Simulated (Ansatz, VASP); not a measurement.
# One calculation of Si, two programs

```
CELL_PARAMETERS angstrom
0.00000 5.43000 5.43000
5.43000 0.00000 5.43000
5.43000 5.43000 0.00000
ATOMIC_POSITIONS crystal
Si 0.00312 0.99684 0.00304
Si 0.12465 0.12604 0.12466
Si 0.00340 0.99695 0.49696
Si 0.13198 0.12274 0.62273
Si 0.99989 0.49991 0.99993
Si 0.12453 0.62453 0.12452
Si 0.00312 0.50307 0.49683
Si 0.12465 0.62465 0.62606
Si 0.49695 0.99696 0.00336
Si 0.62281 0.12279 0.13178
Si 0.50047 0.00038 0.50030
Si 0.62328 0.12328 0.62327
Si 0.49684 0.50309 0.00306
Si 0.62601 0.62466 0.12466
Si 0.49695 0.50338 0.49696
Si 0.62279 0.63187 0.62275
Si 0.75048 0.25038 0.75029
```

Alike in both runs: functional PBE; dispersion D3(BJ); k mesh 2 × 2 × 2; occupations gaussian, width 0.05 eV; no spin polarisation.

Ansatz relaxed the structure, and its values are those at the end. VASP's run is a single point on that final structure, the one shown.

|  | VASP | Ansatz |
| --- | --- | --- |
| version | VASP 6.6.1 | Ansatz 0.2.0 |
| potentials or method | VASP PAW PBE potentials, release 64 (Si), cutoff 520 eV | scalar-relativistic, plane waves, PAW |
| valence electrons in the cell | 68 | 68 |

|  | VASP | Ansatz | Ansatz less VASP |
| --- | --- | --- | --- |
| rms of the force components (eV/Å) | 0.009 | 0.010 | +0.0011 |

The k mesh is coarse, so the values compare programs but aren't converged.
